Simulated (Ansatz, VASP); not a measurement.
## GdN in VASP and in Ansatz

Contents of INCAR:

```
  PREC = Accurate
  ENCUT = 520
  EDIFF = 1E-8
  ISMEAR = -1
  SIGMA = 0.03
  LREAL = False
  LASPH = True
  NELM = 150
  ALGO = Normal
  ISIF = 2
  LWAVE = False
  LCHARG = False
  ISPIN = 2
  MAGMOM = 7 0
  LORBIT = 11
  LMAXMIX = 6
  GGA = PE
  LEFG = True
  NBANDS = 22
```

Contents of KPOINTS:

```
Automatic mesh
0
Gamma
  12 12 12
```

Contents of POSCAR:

```
GdN
1.0
    0.0000000000      2.6505618458      2.6505618458
    2.6505618458      0.0000000000      2.6505618458
    2.6505618458      2.6505618458      0.0000000000
Gd N
1 1
Direct
    0.0000000000      0.0000000000      0.0000000000
    0.2500000000      0.2500000000      0.2500000000
```

Input for Ansatz:

```yaml
crystal:
  lattice:
    - [0.0, 2.6505618458, 2.6505618458]
    - [2.6505618458, 0.0, 2.6505618458]
    - [2.6505618458, 2.6505618458, 0.0]
  atoms:
    - { symbol: Gd, position: [0.0, 0.0, 0.0], spin: 7.0 }
    - { symbol: "N", position: [0.25, 0.25, 0.25] }
magnetization:
  spin_polarized: true
kpoints:
  mp_grid: { grid: [12, 12, 12] }
scf:
  occupations: { method: fermi_dirac, width: 0.03 }
hamiltonian:
  xc: pbe
  pseudopotentials: { kind: paw }
output:
  forces: true
  stress: true
  eigenvalues: true
  efg: { contact_densities: true }
```

Change from the starting cell: volume scaled by 0.98, PAW files.

Alike in both runs: task electric field gradients; functional PBE; k mesh 12 × 12 × 12; occupations fermi-dirac, width 0.03 eV; collinear spin.

```csv
,VASP,Ansatz
version,VASP 6.6.1,Ansatz 0.2.0
potentials or method,"VASP PAW PBE potentials, release 64 (Gd, N)","PAW with Ansatz's default frozen-core files, scalar-relativistic"
plane-wave cutoff (eV),520,420
valence electrons in the cell,23,23
```

```tsv
	VASP	Ansatz	Ansatz less VASP
gap on the k mesh at the Fermi level (eV)	1.19	1.18	-0.012
pressure (GPa)	2.4	2.2	-0.19
net moment per atom (μB)	3.50	3.50	0.000
size of the moment on the site where the two differ most (μB)	0.06	0.06	+0.004
```

Site moments also hang on the region over which each program counts them.

Spin-orbit coupling is off throughout.
